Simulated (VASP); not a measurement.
Here is a VASP 6.6.1 calculation.

File INCAR:

```
PREC = Accurate ; ENCUT = 520
EDIFF = 1E-7 ; ISMEAR = -1
SIGMA = 0.08 ; LREAL = False
LASPH = True ; NELM = 80
ALGO = Normal ; ISIF = 2
LWAVE = False ; LCHARG = False
GGA = PE ; NBANDS = 11
```

KPOINTS

```
Automatic mesh
0
Gamma
  20 20 11
```

File POSCAR:

```
Si
1.0
    2.0606383311      0.0000000000      0.0000000000
   -1.0303191656      1.7845651428      0.0000000000
    0.0000000000      0.0000000000      3.4004600213
Si
2
Direct
    0.3333333333      0.6666666667      0.2500000000
    0.6666666667      0.3333333333      0.7500000000
```

Potentials or basis: VASP PAW PBE potentials, release 64 (Si).

Launch:

```console
$ cat potpaw_PBE.64/Si/POTCAR > POTCAR
$ mpirun -np 1 vasp_std > vasp.out
```

(1) Predict the pressure.

(2) Estimate the band gap on the k mesh.

## Answers

(1) 457.9 GPa.

(2) zero (band 4 reaches 39.47 eV, above the bottom of band 5 at 21.83 eV).
